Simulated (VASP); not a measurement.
# Nb2Sn2S (P4/mmm) in VASP: relaxation of cell and atoms with PBE

Aim: the relaxation of cell and atoms of Nb2Sn2S with PBE.

Everything below comes from runs of VASP 6.6.1. Logs are shortened: lines on timing, memory, paths and dates and some standing lists are left out, and cuts for length are marked.

### Step 1. The cell of the first run

The structure is tetragonal, space group P4/mmm (No. 123). The conventional cell has a = 3.778 Å, b = 3.778 Å, c = 7.729 Å, α = 90.00°, β = 90.00°, γ = 90.00°. Nb (site symmetry mmm) has 4 Nb at 2.67 Å and 4 Sn at 3.05 Å within 3.5 Å. Sn (site symmetry 4mm) has 5 Sn at 2.94 to 3.78 Å and 4 Nb at 3.05 Å and 4 S at 3.05 Å within 3.9 Å. S (site symmetry 4/mmm) has 8 Sn at 3.05 Å and 4 S at 3.78 Å within 4.0 Å.

The cell was built from a structure type or drawn by symmetry, and may not be a known phase.

### Step 2. Relaxation of cell and atoms, PBE

INCAR reads:

```
SYSTEM = Nb2Sn2S
ALGO = Normal ; EDIFF = 1E-6
EDIFFG = -0.01 ; ENCUT = 600
GGA = PE ; IBRION = 2
ISIF = 3 ; ISMEAR = 0
LASPH = .True. ; LCHARG = .False.
LREAL = .False. ; LWAVE = .False.
NELM = 60 ; NSW = 100
PREC = Accurate ; SIGMA = 0.1
```

KPOINTS reads:

```
k-points
0
Gamma
  10 10 6
  0 0 0
```

POSCAR reads:

```
Nb2Sn2S
1.0
    3.7779360727      0.0000000000      0.0000000000
    0.0000000000      3.7779360727      0.0000000000
    0.0000000000      0.0000000000      7.7290922566
Nb Sn S
2 2 1
Direct
    0.0000000000      0.5000000000      0.5000000000
    0.5000000000      0.0000000000      0.5000000000
    0.5000000000      0.5000000000      0.1905112787
    0.5000000000      0.5000000000      0.8094887213
    0.0000000000      0.0000000000      0.0000000000
```

Potentials or basis: VASP PAW PBE potentials, release 64 (Nb_sv, Sn_d, S).

Command:

```console
cat potpaw_PBE.64/Nb_sv/POTCAR potpaw_PBE.64/Sn_d/POTCAR potpaw_PBE.64/S/POTCAR > POTCAR
mpirun -np 1 vasp_std > vasp.out
```

OUTCAR:

```text
SYSTEM = Nb2Sn2S
   EDIFF = 1E-6
   EDIFFG = -0.01
   ENCUT = 600
   GGA = PE
   IBRION = 2
   ISIF = 3
   ISMEAR = 0
   LASPH = .True.
   LREAL = .False.
   NELM = 60
   NSW = 100
   PREC = Accurate

 ion  position               nearest neighbor table
   1  0.000  0.500  0.500-   2 2.67   2 2.67   2 2.67   2 2.67   4 3.05   3 3.05   4 3.05   3 3.05

   2  0.500  0.000  0.500-   1 2.67   1 2.67   1 2.67   1 2.67   3 3.05   4 3.05   4 3.05   3 3.05

   3  0.500  0.500  0.191-   4 2.94   2 3.05   1 3.05   2 3.05   1 3.05   5 3.05   5 3.05   5 3.05
                             5 3.05
   4  0.500  0.500  0.809-   3 2.94   2 3.05   1 3.05   2 3.05   1 3.05   5 3.05   5 3.05   5 3.05
                             5 3.05
   5  0.000  0.000  0.000-   3 3.05   4 3.05   3 3.05   4 3.05   3 3.05   4 3.05   3 3.05   4 3.05

  LATTYP: Found a simple tetragonal cell.
 ALAT       =     3.7779360727
 C/A-ratio  =     2.0458504612

  Lattice vectors:

 A1 = (   3.7779360727,   0.0000000000,   0.0000000000)
 A2 = (   0.0000000000,   3.7779360727,   0.0000000000)
 A3 = (   0.0000000000,   0.0000000000,   7.7290922566)

Analysis of symmetry for initial positions (statically):
=====================================================================
 Subroutine PRICEL returns:
 Original cell was already a primitive cell.

 Routine SETGRP: Setting up the symmetry group for a
 simple tetragonal supercell.

 Subroutine GETGRP returns: Found 16 space group operations
 (whereof 16 operations were pure point group operations)
 out of a pool of 16 trial point group operations.

The static configuration has the point symmetry D_4h.

Analysis of symmetry for dynamics (positions and initial velocities):
=====================================================================
 Subroutine PRICEL returns:
 Original cell was already a primitive cell.

 Routine SETGRP: Setting up the symmetry group for a
 simple tetragonal supercell.

 Subroutine GETGRP returns: Found 16 space group operations
 (whereof 16 operations were pure point group operations)
 out of a pool of 16 trial point group operations.

The dynamic configuration has the point symmetry D_4h.

 Subroutine INISYM returns: Found 16 space group operations
 (whereof 16 operations are pure point group operations),
 and found     1 'primitive' translations

----------------------------------------------------------------------------------------

                                     Primitive cell

  volume of cell :     110.3158

  direct lattice vectors                    reciprocal lattice vectors
     3.777936073  0.000000000  0.000000000     0.264694791  0.000000000  0.000000000
     0.000000000  3.777936073  0.000000000     0.000000000  0.264694791  0.000000000
     0.000000000  0.000000000  7.729092257     0.000000000  0.000000000  0.129381299

  length of vectors
     3.777936073  3.777936073  7.729092257     0.264694791  0.264694791  0.129381299

  position of ions in fractional coordinates (direct lattice)
     0.000000000  0.500000000  0.500000000
     0.500000000  0.000000000  0.500000000
     0.500000000  0.500000000  0.190511279
     0.500000000  0.500000000  0.809488721
     0.000000000  0.000000000  0.000000000

  ion indices of the primitive-cell ions
   primitive index   ion index
                 1           1
                 2           2
                 3           3
                 4           4
                 5           5

----------------------------------------------------------------------------------------

 KPOINTS: k-points

Automatic generation of k-mesh.
 Grid dimensions read from file:
 generate k-points for:   10   10    6

 Generating k-lattice:

  Cartesian coordinates                     Fractional coordinates (reciprocal lattice)
     0.026469479  0.000000000  0.000000000     0.100000000  0.000000000  0.000000000
     0.000000000  0.026469479  0.000000000     0.000000000  0.100000000  0.000000000
     0.000000000  0.000000000  0.021563550     0.000000000  0.000000000  0.166666667

  Length of vectors
     0.026469479  0.026469479  0.021563550

  Shift w.r.t. Gamma in fractional coordinates (k-lattice)
     0.000000000  0.000000000  0.000000000

 Subroutine IBZKPT returns following result:
 ===========================================

 Found     84 irreducible k-points:

 Following reciprocal coordinates:
            Coordinates               Weight
  0.000000  0.000000  0.000000      1.000000
  0.100000  0.000000  0.000000      4.000000
  0.200000  0.000000  0.000000      4.000000
  0.300000  0.000000  0.000000      4.000000
  0.400000  0.000000  0.000000      4.000000
  0.500000  0.000000  0.000000      2.000000
[... 16 lines left out ...]
  0.100000  0.000000  0.166667      8.000000
  0.200000  0.000000  0.166667      8.000000
 [... further k-points ...]
   k-points           NKPTS =     84   k-points in BZ     NKDIM =     84   number of bands    NBANDS=     36
   number of dos      NEDOS =    301   number of ions     NIONS =      5
   total plane-waves  NPLWV =  57600
   dimension x,y,z NGX =    30 NGY =   30 NGZ =   64
   dimension x,y,z NGXF=    60 NGYF=   60 NGZF=  128
   ions per type =               2   2   1
   NGX,Y,Z   is equivalent  to a cutoff of  13.20, 13.20, 13.77 a.u.
   NGXF,Y,Z  is equivalent  to a cutoff of  26.40, 26.40, 27.53 a.u.
 SYSTEM =  Nb2Sn2S
   PREC   = accura    normal or accurate (medium, high low for compatibility)
   ISTART =      0    job   : 0-new  1-cont  2-samecut
   ICHARG =      2    charge: 1-file 2-atom 10-const
   ISPIN  =      1    spin polarized calculation?
   LNONCOLLINEAR =      F non collinear calculations
   LSORBIT =      F    spin-orbit coupling
   LASPH  =      T    aspherical Exc in radial PAW
   ENCUT  =  600.0 eV  44.10 Ry    6.64 a.u.   7.55  7.55 15.44*2*pi/ulx,y,z
   NELM   =     60;   NELMIN=  2; NELMDL= -5     # of ELM steps
   EDIFF  = 0.1E-05   stopping-criterion for ELM
   LREAL  =      F    real-space projection
   EDIFFG = -.1E-01   stopping-criterion for IOM
   NSW    =    100    number of steps for IOM
   IBRION =      2    ionic relax: 0-MD 1-quasi-New 2-CG
   NFREE  =      1    steps in history (QN), initial steepest desc. (CG)
   ISIF   =      3    stress and relaxation
   ISYM   =      2    0-nonsym 1-usesym 2-fastsym
   POTIM  = 0.5000    time-step for ionic-motion
   TEBEG  =    0.0;   TEEND  =   0.0 temperature during run
   PSTRESS=    0.0 pullay stress
   NELECT =      60.0000    total number of electrons
   NUPDOWN=      -1.0000    fix difference up-down
   EMIN   =  10.00;   EMAX   =-10.00  energy-range for DOS
   EFERMI =   0.00;   METHOD = LEGACY
   ISMEAR =     0;   SIGMA  =   0.10  broadening in eV -4-tet -1-fermi 0-gaus
   EFERMI_NEDOS =   21; number of points for ismear=-14 and -15
   IALGO  =     38    algorithm
   IMIX   =      4    mixing-type and parameters
     AMIX     =   0.40;   BMIX     =  1.00
     AMIX_MAG =   1.60;   BMIX_MAG =  1.00
  volume/ion in A,a.u.               =      22.06       148.89
  Fermi-wavevector in a.u.,A,eV,Ry     =   1.336327  2.525291 24.296867  1.785769
  Thomas-Fermi vector in A             =   2.464962
   LORBIT       =      0    0 simple, 1 ext, 2 COOP (PROOUT), +10 PAW based schemes
   GGA     = PE    functional components
   LHFCALC =     F    Hartree Fock is set to
   AEXX    =    0.0000 exact exchange contribution
   IVDW    =     0    specifies the selected vdW correction
   LEPSILON=     F    determine dielectric tensor
   LRPA    =     F    only Hartree local field effects (RPA)
 conjugate gradient relaxation of ions
 non-spin polarized calculation
 Gauss-broadening in eV      SIGMA  =   0.10
  energy-cutoff  :      600.00
  volume of cell :      110.32
 maximum number of plane-waves:      3719
   NGX = 15   NGY = 15   NGZ = 31

--------------------------------------- Ionic step        1  -------------------------------------------

 number of electron      60.0000011 magnetization

 Free energy of the ion-electron system (eV)
  ---------------------------------------------------
  ext. energy  EPLUGINS =         0.00000000
  ---------------------------------------------------
  free energy    TOTEN  =       -29.95563929 eV

  energy without entropy =      -29.93973081  energy(sigma->0) =      -29.94768505

------------------------ aborting loop because EDIFF is reached ----------------------------------------

  FORCE on cell =-STRESS in cart. coord.  units (eV):
  Direction    XX          YY          ZZ          XY          YZ          ZX
  --------------------------------------------------------------------------------------
  -------------------------------------------------------------------------------------
  Total       -0.8605235     -0.8605235      0.9321075      0.0000000      0.0000000      0.0000000
  in kB      -12.4978585    -12.4978585     13.5375129      0.0000000      0.0000000      0.0000000
  external PRESSURE =      -3.8194014 kB  Pullay stress =       0.0000000 kB
[... 297 lines left out ...]
  energy  without entropy=      -29.9918716290  energy(sigma->0) =      -30.00073155

--------------------------------------- Ionic step        9  -------------------------------------------

 number of electron      59.9999986 magnetization

 Free energy of the ion-electron system (eV)
  ---------------------------------------------------
  ext. energy  EPLUGINS =         0.00000000
  ---------------------------------------------------
  free energy    TOTEN  =       -30.00982561 eV

  energy without entropy =      -29.99230497  energy(sigma->0) =      -30.00106529

 E-fermi :   8.3607     XC(G=0): -10.8805

 val. band max:        8.3591153600   @ k =   0.5000   0.5000   0.1667
 cond. band min:       8.3930752316   @ k =   0.2000   0.0000   0.3333
 fundamental gap:      0.0339598716
 Fermi energy:         8.3607295686

 k-point     1 :       0.0000    0.0000    0.0000
  band No.  band energies     occupation
      1     -46.3555      2.00000
      2     -45.8124      2.00000
      3     -23.0337      2.00000
      4     -23.0337      2.00000
      5     -22.4564      2.00000
      6     -21.9624      2.00000
[... 925 lines left out ...]
     35      11.6836      0.00000
     36      11.7465      0.00000

 [... further k-points ...]
[... 5 lines left out ...]
  --------------------------------------------------------------------------------------
  -------------------------------------------------------------------------------------
  Total       -0.0241804     -0.0241804     -0.0499570      0.0000000     -0.0000000      0.0000000
  in kB       -0.3473245     -0.3473245     -0.7175766      0.0000000     -0.0000000      0.0000000
  external PRESSURE =      -0.4707419 kB  Pullay stress =       0.0000000 kB
[... 20 lines left out ...]
  FREE ENERGIE OF THE ION-ELECTRON SYSTEM (eV)
  ---------------------------------------------------
  free  energy   TOTEN  =       -30.0098256136 eV

  energy  without entropy=      -29.9923049660  energy(sigma->0) =      -30.00106529

 reached required accuracy - stopping structural energy minimisation
```

Wall time 19 min (1 thread of Intel Xeon 6975P-C (Granite Rapids), shared host); peak memory 0.53 GiB.

What came out:

* Free energy: -30.0098 eV
* Relaxed volume: 22.31 Å³/atom
* Relaxed cell: a = 3.701 Å, b = 3.701 Å, c = 8.143 Å, α = 90.00°, β = 90.00°, γ = 90.00°
* Space group after relaxing (to 0.1 Å): P4/mmm (No. 123)
* Energy gained by relaxing: 10.8 meV/atom
* Ionic steps: 9
* Pressure after relaxing: 0.0 GPa
* Band gap on the k mesh: zero (bands 30 and 31 overlap by 1.33 eV)

The path:
| step | energy change (eV) | largest force (eV/Å) | pressure (GPa) | volume (Å³) |
| --- | --- | --- | --- | --- |
| 1 | 0.0000 | 0.2117 | -0.38 | 110.32 |
| 2 | -0.0206 | 0.1696 | 0.46 | 109.47 |
| 3 | -0.0279 | 0.1435 | 1.42 | 108.63 |
| 4 | -0.0409 | 0.1392 | 0.77 | 109.68 |
| 5 | -0.0512 | 0.1301 | -0.35 | 111.70 |
| 6 | -0.0529 | 0.0923 | -0.15 | 111.57 |
| 7 | -0.0534 | 0.0579 | 0.03 | 111.45 |
| 8 | -0.0540 | 0.0312 | 0.00 | 111.49 |
| 9 | -0.0542 | 0.0020 | -0.05 | 111.54 |

Final structure:
```
Nb Sn S
1.0
     3.70109    0.00000    0.00000
     0.00000    3.70109    0.00000
     0.00000    0.00000    8.14288
Nb Sn S
2 2 1
Direct
  0.00000 0.50000 0.50000
  0.50000 0.00000 0.50000
  0.50000 0.50000 0.19896
  0.50000 0.50000 0.80104
  0.00000 0.00000 0.00000
```

Caveat: spin-orbit coupling is left out, which moves the levels of the heavy elements.
